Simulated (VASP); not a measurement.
## CaSe: single point with LDA

Crystal: CaSe.

```
CELL_PARAMETERS angstrom
0.00000 2.95600 2.95600
2.95600 0.00000 2.95600
2.95600 2.95600 0.00000
ATOMIC_POSITIONS crystal
Ca 0.00000 0.00000 0.00000
Se 0.50000 0.50000 0.50000
```

```yaml
Program: VASP 6.6.1
Task: single point
Functional: LDA
Potentials_or_basis: VASP PAW LDA potentials, release 64 (Ca_sv, Se)
Cutoff: 520 eV
k_mesh: 10 × 10 × 10
Occupations: gaussian, width 0.05 eV
Spin: no spin polarisation
```

| Quantity | Value |
| --- | --- |
| Pressure | -2.9 GPa |
| Band gap on the k mesh | 1.86 eV (least direct gap 2.80 eV) |

Levels at points of the mesh, in eV from the valence-band top:
| k point | band 5 | band 6 | band 7 | band 8 | band 9 | band 10 | band 11 | band 12 |
| --- | --- | --- | --- | --- | --- | --- | --- | --- |
| (0.00, 0.00, 0.00) | -11.84 | 0.00 | 0.00 | 0.00 | 3.11 | 3.55 | 3.55 | 3.55 |
| (0.50, 0.00, 0.00) | -11.13 | -3.35 | -1.23 | -1.23 | 4.38 | 5.33 | 5.35 | 5.35 |
| (0.50, 0.50, 0.00) | -11.26 | -2.55 | -0.94 | -0.94 | 1.86 | 4.85 | 4.93 | 5.90 |

Wall time 42 s on 1 thread of Intel Xeon 8259CL, on a shared host, peak memory 0.18 GiB.

A k mesh can miss the band edges. A hybrid or GW would open this gap; LDA tends to underestimate it.
